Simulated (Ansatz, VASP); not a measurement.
## One calculation of Ge, two programs

The input INCAR:

```
  ALGO = Normal
  EDIFF = 1E-7
  EDIFFG = -0.005
  ENCUT = 600
  GGA = PE
  IBRION = 2
  ISIF = 3
  ISMEAR = -1
  LASPH = True
  LCHARG = False
  LREAL = False
  LWAVE = False
  NELM = 60
  NSW = 45
  PREC = Accurate
  SIGMA = 0.05
```

The input KPOINTS:

```
k-points
0
Gamma
  15 15 15
```

Contents of POSCAR:

```
Ge
1.0
    2.7099730378      0.0000000000      0.0000000000
    0.0000000000      2.7099730378      0.0000000000
    0.0000000000      0.0000000000      2.7099730378
Ge
1
Direct
    0.0000000000      0.0000000000      0.0000000000
```

Input for Ansatz:

```yaml
crystal:
  lattice:
    - [2.7099730378, 0.0, 0.0]
    - [0.0, 2.7099730378, 0.0]
    - [0.0, 0.0, 2.7099730378]
  atoms:
    - { symbol: Ge, position: [0.0, 0.0, 0.0] }
kpoints:
  mp_grid: { grid: [15, 15, 15] }
scf:
  occupations: { method: fermi_dirac, width: 0.05 }
hamiltonian:
  xc: pbe
  pseudopotentials: { kind: all_electron, lapw: { basis_error: 0.0005 } }
output:
  forces: true
  stress: true
  eigenvalues: true
  populations: true
relax:
  f_tol: 0.005
  max_steps: 25
  cell: {}
```

Alike in both runs: task relaxation of cell and atoms; functional PBE; k mesh 15 × 15 × 15; occupations fermi-dirac, width 0.05 eV; no spin polarisation.

```csv
,VASP,Ansatz
version,VASP 6.6.1,Ansatz 0.2.0
potentials or method,"VASP PAW PBE potentials, release 64 (Ge_d), cutoff 600 eV","all-electron LAPW, scalar-relativistic"
```

```csv
,VASP,Ansatz,Ansatz less VASP
relaxed volume (Å³/atom),19.92,19.90,-0.022
relaxed length of the cell vector where the two differ most in proportion (Å),2.711,2.710,-0.0010
```

Ansatz ran all-electron here, and VASP with PAW potentials.
